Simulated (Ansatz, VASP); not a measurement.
**AlNi3: VASP beside Ansatz**

```
Al Ni
1.0
     0.00000    2.81751    2.81751
     2.81751    0.00000    2.81751
     2.81751    2.81751    0.00000
Al Ni
1 3
Cartesian
  2.8175 2.8175 2.8175
  1.4088 1.4088 1.4088
  0.0000 0.0000 0.0000
  4.2263 4.2263 4.2263
```

Alike in both runs: functional PBEsol; k mesh 1 × 1 × 1; occupations gaussian, width 0.1 eV; no spin polarisation.

Ansatz relaxed the structure, and its values are those at the end. VASP's run is a single point on that final structure, the one shown.

|  | VASP | Ansatz |
| --- | --- | --- |
| version | VASP 6.6.1 | Ansatz 0.2.0 |
| potentials or method | VASP PAW PBE potentials, release 64 (Al, Ni_sv_GW), cutoff 590 eV | scalar-relativistic, plane waves, PAW |
| valence electrons in the cell | 57 | 57 |

VASP gave:

* pressure (GPa): -2.7

Problem. Estimate Ansatz's values.

Solution. Pressure (GPa): 0.0.

VASP's potentials were made for PBE, not for PBEsol.

The k mesh is coarse, so the values compare programs but aren't converged.
